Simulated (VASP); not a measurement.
The system is MnO.

```
Mn O
1.0
     0.00000    2.22391    2.22391
     2.22391    0.00000    2.22391
     2.22391    2.22391    0.00000
Mn O
1 1
Cartesian
  0.0000 0.0000 0.0000
  2.2239 2.2239 2.2239
```

| Quantity | Value |
| --- | --- |
| Program | VASP 6.6.1 |
| Task | relaxation of cell and atoms |
| Functional | PBEsol |
| Dispersion | D3(BJ) |
| Potentials or basis | VASP PAW PBE potentials, release 64 (Mn_pv, O) |
| Cutoff | 600 eV |
| k mesh | 10 × 10 × 10 |
| Occupations | fermi-dirac, width 0.05 eV |
| Spin | collinear spin, ferromagnetic start |
| Starting moments | [4.0, 0.0] μB |

At the start: pressure 244.0 GPa; volume 11.00 Å³/atom.

Where does the relaxation end?

Over 15 steps the energy falls by 15.6 meV/atom and the volume is 11.03 Å³/atom (+0.3 %); space group Fm-3m (No. 225, to 0.05 Å); moment 4.77 μB per cell.

Step by step:
```tsv
step	energy change (eV)	largest force (eV/Å)	pressure (GPa)	volume (Å³)
1	0.0000	0.0000	243.95	22.00
2	25.9334	0.0000	-62.92	129.99
3	3.9549	0.0000	-31.11	47.73
4	2.6420	0.0000	-30.21	41.01
5	1.1461	0.0000	-28.95	30.52
6	0.4124	0.0000	-23.02	26.03
7	0.1456	0.0000	-17.96	23.96
8	0.0425	0.0000	-15.25	22.96
9	-0.0009	0.0000	-13.29	22.48
10	-0.0200	0.0000	-12.21	22.24
11	-0.0287	0.0000	-10.76	22.12
12	-0.0310	0.0000	5.98	22.06
13	-0.0309	0.0000	-5.41	22.08
14	-0.0311	0.0000	-1.35	22.07
15	-0.0311	0.0000	0.06	22.07
```

Final structure:
```
Mn O
1.0
     0.00000    2.22619    2.22619
     2.22619    0.00000    2.22619
     2.22619    2.22619    0.00000
Mn O
1 1
Direct
  0.00000 0.00000 0.00000
  0.50000 0.50000 0.50000
```

Caveat: the PAW data sets were made with another functional, which shifts forces and pressure a little; a cell with one magnetic atom can't hold antiferromagnetic order, which such compounds often take; pairwise dispersion overbinds metals, which lowers pressure and volume.
